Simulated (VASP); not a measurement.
Crystal: C.

```
C
1.0
     0.00000    1.78337    1.74770
     1.78337    0.00000    1.74770
     1.78337    1.78337    0.00000
C
2
Direct
  0.75000 0.75000 0.75000
  0.50000 0.50000 0.50000
```

Base run:

| Item | Value |
| --- | --- |
| Program | VASP 6.6.1 |
| Functional | PBEsol |
| Potentials or basis | VASP PAW PBE potentials, release 64 (C) |
| Cutoff | 600 eV |
| k mesh | 11 × 11 × 11 |
| Occupations | fermi-dirac, width 0.05 eV |
| Spin | no spin polarisation |

Its results: band gap on the k mesh 3.53 eV, indirect (least direct gap 5.23 eV); pressure 4.7 GPa.

Question: The run is repeated on the same cell with these changes: functional from PBEsol to PBE; cutoff from 600 eV to 520 eV; further incar settings from ALGO = Normal; EDIFF = 1e-06; NBANDS = 11 to ALGO = Normal; EDIFF = 1e-07; NBANDS = 11. What comes out?

Answer: Band gap on the k mesh 3.65 eV, indirect (least direct gap 5.28 eV); pressure 11.8 GPa.

Caveats: the PAW data sets were made with another functional, which shifts forces and pressure a little (some runs).

A k mesh can miss the band edges.
